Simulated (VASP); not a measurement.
# Co (Fm-3m) in VASP: a series of runs

Runs on Co. Level: r2SCAN. Tasks: single point.

Program: VASP 6.6.1. These are calculated values, not measurements. Logs are shortened: lines on timing, memory, paths and dates and some standing lists are left out, and cuts for length are marked.

## 1. The cell of the first run

It takes space group Fm-3m (No. 225, cubic). Conventional cell: a = 3.504 Å, b = 3.504 Å, c = 3.504 Å, α = 90.00°, β = 90.00°, γ = 90.00°. Co (site symmetry m-3m) has 12 Co at 2.48 Å within 3.3 Å.

This isn't the form of Co at room conditions, which is hcp.

## 2. Single point, r2SCAN (10.75 Å³/atom)

POSCAR

```
Co
1.0
    0.0000000000      1.7517737309      1.7517737309
    1.7517737309      0.0000000000      1.7517737309
    1.7517737309      1.7517737309      0.0000000000
Co
1
Direct
    0.0000000000      0.0000000000      0.0000000000
```

INCAR.step1

```
SYSTEM = Co
PREC     = Accurate       ! precision mode
ENCUT    = 520            ! plane-wave cutoff, eV
ISMEAR   = -1             ! smearing method
SIGMA    = 0.1            ! smearing width, eV
LREAL    = .False.        ! projectors in reciprocal space
LASPH    = .True.         ! aspherical terms in the spheres
NELM     = 80             ! most SCF steps
NBANDS   = 10             ! bands
GGA      = PE             ! functional
ALGO     = Normal         ! electronic algorithm
EDIFF    = 1E-4           ! SCF threshold, eV
LWAVE    = .True.         ! write WAVECAR
LCHARG   = .False.        ! write CHGCAR
```

INCAR.step2

```
SYSTEM = Co
PREC     = Accurate       ! precision mode
ENCUT    = 520            ! plane-wave cutoff, eV
EDIFF    = 1E-7           ! SCF threshold, eV
ISMEAR   = -1             ! smearing method
SIGMA    = 0.1            ! smearing width, eV
LREAL    = .False.        ! projectors in reciprocal space
LASPH    = .True.         ! aspherical terms in the spheres
NELM     = 80             ! most SCF steps
ALGO     = Normal         ! electronic algorithm
ISIF     = 2              ! what is computed and relaxed
LWAVE    = .False.        ! write WAVECAR
LCHARG   = .False.        ! write CHGCAR
METAGGA  = R2SCAN         ! meta-GGA
LMIXTAU  = .True.       
NBANDS   = 10             ! bands
ISTART   = 1
```

KPOINTS

```
Automatic mesh
0
Gamma
  18 18 18
  0 0 0
```

Potentials or basis: VASP PAW PBE potentials, release 64 (Co).

On the command line:

```console
$ cat potpaw_PBE.64/Co/POTCAR > POTCAR
$ cp INCAR.step1 INCAR
$ mpirun -np 1 vasp_std > vasp.out
$ cp INCAR.step2 INCAR
$ mpirun -np 1 vasp_std > vasp.out
```

OUTCAR:

```text
SYSTEM = Co
   PREC = Accurate
   ENCUT = 520
   EDIFF = 1E-7
   ISMEAR = -1
   LREAL = .False.
   LASPH = .True.
   NELM = 80
   ISIF = 2
   METAGGA = R2SCAN
   ISTART = 1

 ion  position               nearest neighbor table
   1  0.000  0.000  0.000-

  LATTYP: Found a face centered cubic cell.
 ALAT       =     3.5035474618

  Lattice vectors:

 A1 = (   0.0000000000,   1.7517737309,   1.7517737309)
 A2 = (   1.7517737309,   0.0000000000,   1.7517737309)
 A3 = (   1.7517737309,   1.7517737309,   0.0000000000)

Analysis of symmetry for initial positions (statically):
=====================================================================
 Subroutine PRICEL returns:
 Original cell was already a primitive cell.

 Routine SETGRP: Setting up the symmetry group for a
 face centered cubic supercell.

 Subroutine GETGRP returns: Found 48 space group operations
 (whereof 48 operations were pure point group operations)
 out of a pool of 48 trial point group operations.

The static configuration has the point symmetry O_h .

Analysis of symmetry for dynamics (positions and initial velocities):
=====================================================================
 Subroutine PRICEL returns:
 Original cell was already a primitive cell.

 Routine SETGRP: Setting up the symmetry group for a
 face centered cubic supercell.

 Subroutine GETGRP returns: Found 48 space group operations
 (whereof 48 operations were pure point group operations)
 out of a pool of 48 trial point group operations.

The dynamic configuration has the point symmetry O_h .

 Subroutine INISYM returns: Found 48 space group operations
 (whereof 48 operations are pure point group operations),
 and found     1 'primitive' translations

----------------------------------------------------------------------------------------

                                     Primitive cell

  volume of cell :      10.7514

  direct lattice vectors                    reciprocal lattice vectors
     0.000000000  1.751773731  1.751773731    -0.285424990  0.285424990  0.285424990
     1.751773731  0.000000000  1.751773731     0.285424990 -0.285424990  0.285424990
     1.751773731  1.751773731  0.000000000     0.285424990  0.285424990 -0.285424990

  length of vectors
     2.477382168  2.477382168  2.477382168     0.494370585  0.494370585  0.494370585

  position of ions in fractional coordinates (direct lattice)
     0.000000000  0.000000000  0.000000000

  ion indices of the primitive-cell ions
   primitive index   ion index
                 1           1

----------------------------------------------------------------------------------------

 KPOINTS: Automatic mesh

Automatic generation of k-mesh.
 Grid dimensions read from file:
 generate k-points for:   18   18   18

 Generating k-lattice:

  Cartesian coordinates                     Fractional coordinates (reciprocal lattice)
    -0.015856944  0.015856944  0.015856944     0.055555556  0.000000000  0.000000000
     0.015856944 -0.015856944  0.015856944     0.000000000  0.055555556  0.000000000
     0.015856944  0.015856944 -0.015856944     0.000000000  0.000000000  0.055555556

  Length of vectors
     0.027465032  0.027465032  0.027465032

  Shift w.r.t. Gamma in fractional coordinates (k-lattice)
     0.000000000  0.000000000  0.000000000

 Subroutine IBZKPT returns following result:
 ===========================================

 Found    195 irreducible k-points:

 Following reciprocal coordinates:
            Coordinates               Weight
  0.000000  0.000000  0.000000      1.000000
  0.055556  0.000000  0.000000      8.000000
  0.111111  0.000000  0.000000      8.000000
  0.166667  0.000000  0.000000      8.000000
  0.222222  0.000000  0.000000      8.000000
  0.277778  0.000000  0.000000      8.000000
[... 16 lines left out ...]
 -0.277778  0.055556  0.000000     24.000000
 -0.222222  0.055556  0.000000     24.000000
 [... further k-points ...]
   k-points           NKPTS =    195   k-points in BZ     NKDIM =    195   number of bands    NBANDS=     10
   number of dos      NEDOS =    301   number of ions     NIONS =      1
   total plane-waves  NPLWV =   5832
   dimension x,y,z NGX =    18 NGY =   18 NGZ =   18
   dimension x,y,z NGXF=    36 NGYF=   36 NGZF=   36
   ions per type =               1
   NGX,Y,Z   is equivalent  to a cutoff of  12.08, 12.08, 12.08 a.u.
   NGXF,Y,Z  is equivalent  to a cutoff of  24.16, 24.16, 24.16 a.u.
 SYSTEM =  Co
   PREC   = accura    normal or accurate (medium, high low for compatibility)
   ISTART =      1    job   : 0-new  1-cont  2-samecut
   ICHARG =      0    charge: 1-file 2-atom 10-const
   ISPIN  =      1    spin polarized calculation?
   LNONCOLLINEAR =      F non collinear calculations
   LSORBIT =      F    spin-orbit coupling
   LASPH  =      T    aspherical Exc in radial PAW
   ENCUT  =  520.0 eV  38.22 Ry    6.18 a.u.   4.61  4.61  4.61*2*pi/ulx,y,z
   NELM   =     80;   NELMIN=  2; NELMDL=  0     # of ELM steps
   EDIFF  = 0.1E-06   stopping-criterion for ELM
   LREAL  =      F    real-space projection
   EDIFFG = 0.1E-05   stopping-criterion for IOM
   NSW    =      0    number of steps for IOM
   IBRION =     -1    ionic relax: 0-MD 1-quasi-New 2-CG
   NFREE  =      0    steps in history (QN), initial steepest desc. (CG)
   ISIF   =      2    stress and relaxation
   ISYM   =      2    0-nonsym 1-usesym 2-fastsym
   POTIM  = 0.5000    time-step for ionic-motion
   TEBEG  =    0.0;   TEEND  =   0.0 temperature during run
   PSTRESS=    0.0 pullay stress
   NELECT =       9.0000    total number of electrons
   NUPDOWN=      -1.0000    fix difference up-down
   EMIN   =  10.00;   EMAX   =-10.00  energy-range for DOS
   EFERMI =   0.00;   METHOD = LEGACY
   ISMEAR =    -1;   SIGMA  =   0.10  broadening in eV -4-tet -1-fermi 0-gaus
   EFERMI_NEDOS =   21; number of points for ismear=-14 and -15
   IALGO  =     38    algorithm
   IMIX   =      4    mixing-type and parameters
     AMIX     =   0.40;   BMIX     =  1.00
     AMIX_MAG =   1.60;   BMIX_MAG =  1.00
  volume/ion in A,a.u.               =      10.75        72.55
  Fermi-wavevector in a.u.,A,eV,Ry     =   1.542888  2.915635 32.388704  2.380503
  Thomas-Fermi vector in A             =   2.648629
   LORBIT       =      0    0 simple, 1 ext, 2 COOP (PROOUT), +10 PAW based schemes
   METAGGA = R2SCAN    functional components
   LHFCALC =     F    Hartree Fock is set to
   AEXX    =    0.0000 exact exchange contribution
   IVDW    =     0    specifies the selected vdW correction
   LEPSILON=     F    determine dielectric tensor
   LRPA    =     F    only Hartree local field effects (RPA)
 non-spin polarized calculation
  energy-cutoff  :      520.00
  volume of cell :       10.75
 maximum number of plane-waves:       303
   NGX =  9   NGY =  9   NGZ =  9

 number of electron       8.9999996 magnetization

 Free energy of the ion-electron system (eV)
  ---------------------------------------------------
  ext. energy  EPLUGINS =         0.00000000
  ---------------------------------------------------
  free energy    TOTEN  =       -12.72538603 eV

  energy without entropy =      -12.65110629  energy(sigma->0) =      -12.68824616

 E-fermi :  10.0226     XC(G=0): -14.6692

 val. band max:       10.0010380102   @ k =  -0.2778   0.0556   0.0000
 cond. band min:      10.0227410318   @ k =   0.3333   0.1111   0.0000
 fundamental gap:      0.0217030215
 Fermi energy:        10.0226034547

 k-point     1 :       0.0000    0.0000    0.0000
  band No.  band energies     occupation
      1       0.8156      2.00000
      2       8.2345      2.00000
      3       8.2345      2.00000
      4       8.2345      2.00000
      5       9.4141      1.99546
      6       9.4141      1.99546
      7      34.2711      0.00000
      8      39.3297      0.00000
      9      39.3298      0.00000
     10      39.3298      0.00000

 k-point     2 :       0.0556    0.0000    0.0000
  band No.  band energies     occupation
      1       0.9447      2.00000
      2       8.1930      2.00000
      3       8.2671      2.00000
      4       8.2671      2.00000
      5       9.3996      1.99607
      6       9.3996      1.99607
      7      34.0002      0.00000
      8      37.6476      0.00000
      9      39.0511      0.00000
     10      39.0512      0.00000

 k-point     3 :       0.1111    0.0000    0.0000
  band No.  band energies     occupation
      1       1.3259      2.00000
      2       8.0799      2.00000
      3       8.3505      2.00000
      4       8.3505      2.00000
      5       9.3701      1.99707
      6       9.3701      1.99707
      7      32.6074      0.00000
      8      36.0002      0.00000
      9      38.5006      0.00000
     10      38.5007      0.00000

 k-point     4 :       0.1667    0.0000    0.0000
  band No.  band energies     occupation
      1       1.9381      2.00000
      2       7.9288      2.00000
      3       8.4367      2.00000
      4       8.4367      2.00000
      5       9.3727      1.99699
      6       9.3728      1.99699
      7      30.0426      0.00000
      8      35.3608      0.00000
      9      37.9589      0.00000
     10      37.9590      0.00000

 k-point     5 :       0.2222    0.0000    0.0000
  band No.  band energies     occupation
      1       2.7367      2.00000
      2       7.7971      2.00000
      3       8.4570      2.00000
      4       8.4570      2.00000
      5       9.4720      1.99191
      6       9.4721      1.99190
      7      27.2274      0.00000
      8      34.8699      0.00000
      9      37.5114      0.00000
     10      37.5115      0.00000

 k-point     6 :       0.2778    0.0000    0.0000
  band No.  band energies     occupation
      1       3.6313      2.00000
      2       7.7781      2.00000
      3       8.3944      2.00000
      4       8.3944      2.00000
      5       9.6754      1.93975
      6       9.6755      1.93973
      7      24.4781      0.00000
      8      34.3100      0.00000
      9      37.1769      0.00000
     10      37.1769      0.00000
[... 183 lines left out ...]
 k-point    21 :      -0.3889    0.0556    0.0000
  band No.  band energies     occupation
      1       5.1817      2.00000
      2       8.1102      2.00000
      3       8.2090      2.00000
      4       8.6894      2.00000
      5      10.1201      0.54795
      6      10.6168      0.00524
      7      19.0379      0.00000
      8      32.3898      0.00000
      9      35.4386      0.00000
     10      37.2762      0.00000

 k-point    22 :      -0.3333    0.0556    0.0000
  band No.  band energies     occupation
      1       4.7584      2.00000
      2       8.0602      2.00000
      3       8.2242      2.00000
      4       8.2964      2.00000
      5       9.8724      1.63590
      6      10.2954      0.12267
      7      21.1800      0.00000
      8      32.5917      0.00000
      9      35.7312      0.00000
     10      38.4134      0.00000

 k-point    23 :      -0.2778    0.0556    0.0000
  band No.  band energies     occupation
      1       4.0196      2.00000
      2       7.7476      2.00000
      3       8.3338      2.00000
      4       8.4052      2.00000
      5       9.5965      1.97216
      6      10.0010      1.10741
      7      23.6734      0.00000
      8      32.8984      0.00000
      9      36.2598      0.00000
     10      39.1157      0.00000

 k-point    24 :      -0.2222    0.0556    0.0000
  band No.  band energies     occupation
      1       3.1319      2.00000
      2       7.7166      2.00000
      3       8.4294      2.00000
      4       8.4960      2.00000
      5       9.3561      1.99745
      6       9.7395      1.88864
      7      26.3768      0.00000
      8      33.2963      0.00000
      9      36.8938      0.00000
     10      39.3432      0.00000

 [... further k-points ...]

------------------------ aborting loop because EDIFF is reached ----------------------------------------

  FORCE on cell =-STRESS in cart. coord.  units (eV):
  Direction    XX          YY          ZZ          XY          YZ          ZX
  --------------------------------------------------------------------------------------
  -------------------------------------------------------------------------------------
  Total       -1.1913156     -1.1913156     -1.1913156      0.0000000     -0.0000000      0.0000000
  in kB     -177.5306741   -177.5306741   -177.5306741      0.0000000     -0.0000000      0.0000000
  external PRESSURE =    -177.5306741 kB  Pullay stress =       0.0000000 kB

 VOLUME and BASIS-vectors are now :
 -----------------------------------------------------------------------------
  energy-cutoff  :      520.00
  volume of cell :       10.75
      direct lattice vectors                 reciprocal lattice vectors
     0.000000000  1.751773731  1.751773731    -0.285424990  0.285424990  0.285424990
     1.751773731  0.000000000  1.751773731     0.285424990 -0.285424990  0.285424990
     1.751773731  1.751773731  0.000000000     0.285424990  0.285424990 -0.285424990

 POSITION                                       TOTAL-FORCE (eV/Angst)
 -----------------------------------------------------------------------------------
      0.00000      0.00000      0.00000         0.000000      0.000000      0.000000
 -----------------------------------------------------------------------------------
    total drift:                                0.000000     -0.000000      0.000000

  FREE ENERGIE OF THE ION-ELECTRON SYSTEM (eV)
  ---------------------------------------------------
  free  energy   TOTEN  =       -12.7253860311 eV

  energy  without entropy=      -12.6511062930  energy(sigma->0) =      -12.68824616
```

Wall time 3.3 min (1 thread of AMD EPYC 7R13, shared host); peak memory 0.11 GiB.

Results:

```yaml
Free_energy: -12.7254 eV
Pressure: -17.8 GPa
Band_gap_on_the_k_mesh: zero (an odd number of electrons rules out a gap without spin polarisation)
```

Levels at points of the mesh, in eV from the Fermi level:
```csv
k point,band 1,band 2,band 3,band 4,band 5,band 6,band 7,band 8,band 9
"(0.00, 0.00, 0.00)",-9.21,-1.79,-1.79,-1.79,-0.61,-0.61,24.25,29.31,29.31
"(0.50, 0.00, 0.00)",-4.73,-1.92,-1.92,-0.13,0.34,0.34,7.19,22.83,26.76
"(0.50, 0.50, 0.00)",-4.73,-4.00,0.24,0.61,0.61,2.85,10.67,16.11,16.11
```

Caveat: the cell stands under tension; the PAW data sets were made with another functional, which shifts forces and pressure a little; the run has no spin polarisation, though such a crystal can be magnetic. Spin polarisation is off, so any magnetic state and its effect on volume and gap are missing.

## 3. Single point, r2SCAN, collinear spin, ferromagnetic start

This run uses another cell than the first one, of 10.85 Å³/atom.

POSCAR

```
Co
1.0
    0.0000000000      1.7573623336      1.7573623336
    1.7573623336      0.0000000000      1.7573623336
    1.7573623336      1.7573623336      0.0000000000
Co
1
Direct
    0.0000000000      0.0000000000      0.0000000000
```

INCAR.step1

```
SYSTEM = Co
ALGO = Normal
EDIFF = 1E-4
ENCUT = 520
GGA = PE
ISMEAR = -1
ISPIN = 2
LASPH = .True.
LCHARG = .False.
LMAXMIX = 4
LREAL = .False.
LWAVE = .True.
MAGMOM = 1.7
NBANDS = 14
NELM = 150
PREC = Accurate
SIGMA = 0.05
```

INCAR.step2

```
SYSTEM = Co
ALGO = Normal
EDIFF = 1E-7
ENCUT = 520
ISIF = 2
ISMEAR = -1
ISPIN = 2
ISTART = 1
LASPH = .True.
LCHARG = .False.
LMAXMIX = 4
LMIXTAU = .True.
LORBIT = 11
LREAL = .False.
LWAVE = .False.
MAGMOM = 1.7
METAGGA = R2SCAN
NBANDS = 14
NELM = 150
PREC = Accurate
SIGMA = 0.05
```

KPOINTS

```
k-points
0
Gamma
  15 15 15
  0 0 0
```

Potentials or basis: VASP PAW PBE potentials, release 64 (Co).

On the command line:

```console
$ cat potpaw_PBE.64/Co/POTCAR > POTCAR
$ cp INCAR.step1 INCAR
$ mpirun -np 1 vasp_std > vasp.out
$ cp INCAR.step2 INCAR
$ mpirun -np 1 vasp_std > vasp.out
```

Wall time 6 min (1 thread of AMD EPYC 7R13, shared host); peak memory 0.12 GiB.

The run converged. Its results:

```yaml
Free_energy: -13.2375 eV
Pressure: -0.1 GPa
Net_moment: 1.84 μB per cell
Site_moments: Co +1.89 μB
Valence_electrons_inside_the_program's_atomic_spheres: Co 8.29
```

Levels at points of the mesh, in eV from the Fermi level:
Spin up:
| k point | band 1 | band 2 | band 3 | band 4 | band 5 | band 6 | band 7 | band 8 | band 9 | band 10 |
| --- | --- | --- | --- | --- | --- | --- | --- | --- | --- | --- |
| (0.00, 0.00, 0.00) | -9.67 | -3.50 | -3.50 | -3.50 | -2.84 | -2.84 | 23.58 | 28.05 | 28.05 | 28.05 |
Spin down:
| k point | band 2 | band 3 | band 4 | band 5 | band 6 | band 7 |
| --- | --- | --- | --- | --- | --- | --- |
| (0.00, 0.00, 0.00) | -1.48 | -1.48 | -1.48 | 0.93 | 0.93 | 23.43 |

Caveat: the PAW data sets were made with another functional, which shifts forces and pressure a little.

[end of part 1 of 2]
